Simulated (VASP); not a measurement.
## VH2: single point with PBEsol

VH2:

```xyz
3
Lattice="2.9209 0.0000 0.0000 1.4605 2.5296 0.0000 1.4605 0.8432 2.3849" Properties=species:S:1:pos:R:3 pbc="T T T"
V     0.0000    0.0000    0.0000
H     1.4605    0.8432    0.5962
H     4.3814    2.5296    1.7887
```

| Property | Result |
| --- | --- |
| Program | VASP 6.6.1 |
| Task | single point |
| Functional | PBEsol |
| Potentials or basis | VASP PAW PBE potentials, release 64 (V_sv, H) |
| Cutoff | 520 eV |
| k mesh | 11 × 11 × 11 |
| Occupations | fermi-dirac, width 0.1 eV |
| Spin | collinear spin, ferromagnetic start |
| Starting moments | [2.0, 0.0, 0.0] μB |

```
Pressure                                              : 5.2 GPa
Net moment                                            : 0.00 μB per cell
Valence electrons inside the program's atomic spheres : V 11.75; H 0.62
```

Levels at points of the mesh, in eV from the Fermi level:
Spin up:
```csv
k point,band 6,band 7,band 8,band 9,band 10,band 11
"(0.00, 0.00, 0.00)",-1.07,-1.07,-1.07,0.86,0.86,1.39
```
Spin down:
| k point | band 6 | band 7 | band 8 | band 9 | band 10 | band 11 |
| --- | --- | --- | --- | --- | --- | --- |
| (0.00, 0.00, 0.00) | -1.07 | -1.07 | -1.07 | 0.86 | 0.86 | 1.39 |

It used 55 s of CPU time on 1 thread of AMD EPYC 7R13 Processor (Zen 3) (shared host).

Caveat: the PAW data sets were made with another functional, which shifts forces and pressure a little.
